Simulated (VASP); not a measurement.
Input of a VASP 6.6.1 run:

File INCAR:

```
PREC = Accurate ; ENCUT = 520
EDIFF = 1E-6 ; ISMEAR = -1
SIGMA = 0.01 ; LREAL = False
LASPH = True ; NELM = 200
ALGO = Normal ; ISIF = 2
LWAVE = False ; LCHARG = True
ISPIN = 2 ; MAGMOM = 0 0 0.01 0 0 0.01 0 1.47 0.01 0 0.18 0 0 0.01 0 0.21 0 0.17 0 0.01 0.21 0 0.01 0
LORBIT = 11 ; NUPDOWN = 3.0
LMAXMIX = 4 ; GGA = PE
LELF = True ; LVHAR = True
NBANDS = 91 ; NELECT = 137.0
GGA_COMPAT = False
```

File KPOINTS:

```
Automatic mesh
0
Gamma
  1 1 1
```

File POSCAR:

```
Si7RuO16
1.0
    0.0000000000      5.0813926894      7.0944098913
    5.0813926894      0.0000000000      7.0944098913
    5.0813926894      5.0813926894      0.0000000000
Si Ru O
7 1 16
Direct
    0.2586434225      0.2462500845      0.4480118937
    0.7434464199      0.7497820123      0.9534151008
    0.0443021255      0.6828967277      0.1525817070
    0.5849437380      0.1587324022      0.6126517774
    0.4165480674      0.8374968546      0.3571481896
    0.9573834078      0.3126632707      0.8806479642
    0.0003962383     -0.0019199428      0.3134223623
    0.5005598182      0.4981818426      0.7861956712
    0.1357147789      0.2094001060      0.6843949570
    0.5628570754      0.7449205593      0.1471299512
    0.4465020238      0.3341347722      0.7661735799
    0.9719825611      0.8473918823      0.2751418139
    0.4389567420      0.2521308893      0.4554251530
    0.8681368876      0.7856602719      1.0285132354
    0.2049687703      0.8559338814      0.4165351254
    0.7447539265      0.3524883835      0.8717614691
    0.0281346361      0.1487621136      0.0959182000
    0.5552220319      0.6607875397      0.5471010722
    0.3700077378      0.0549461733      0.3391459249
    0.9022868657      0.5324110126      0.8710779194
    0.2587915901      0.6417534647      0.9734553514
    0.7966839108      0.1402341373      0.4795469837
    0.0987088080      0.4632637152      0.3076171684
    0.6320566358      0.9406580841      0.7644352913
```

Potentials or basis: VASP PAW PBE potentials, release 64 (Si, Ru_pv, O).

Launch:

```sh
$ cat potpaw_PBE.64/Si/POTCAR potpaw_PBE.64/Ru_pv/POTCAR potpaw_PBE.64/O/POTCAR > POTCAR
$ mpirun -np 1 vasp_gam > vasp.out
```

Predict the largest force.

0.066 eV/Å.

Forces in eV/Å, atoms in the order of the input:
```
Si  -0.015 -0.021 -0.002
Si  -0.039 -0.009 -0.003
Si   0.058 -0.028 -0.004
Si  -0.016 -0.032  0.010
Si  -0.027 -0.025 -0.012
Si  -0.020  0.052  0.014
Si   0.027  0.029 -0.006
Ru   0.036  0.055 -0.001
O    0.005 -0.011  0.000
O    0.023  0.005  0.019
O    0.001 -0.017  0.027
O   -0.029 -0.006 -0.015
O    0.006  0.034 -0.027
O    0.003  0.023 -0.002
O    0.006 -0.002 -0.015
O    0.014 -0.036 -0.029
O   -0.007 -0.025  0.022
O   -0.001  0.003 -0.017
O    0.024 -0.011  0.006
O    0.025 -0.020 -0.009
O   -0.039 -0.001  0.022
O   -0.019  0.001  0.013
O   -0.009  0.031  0.008
O   -0.007  0.012  0.003
```

Caveat: the k points lie up to 0.98 Å⁻¹ apart, too coarse for converged energies, forces and pressures; the cell carries a net charge on a neutralising background, which shifts energy and pressure; the total moment is fixed, so each spin has its own Fermi level and the state may be an excited one.
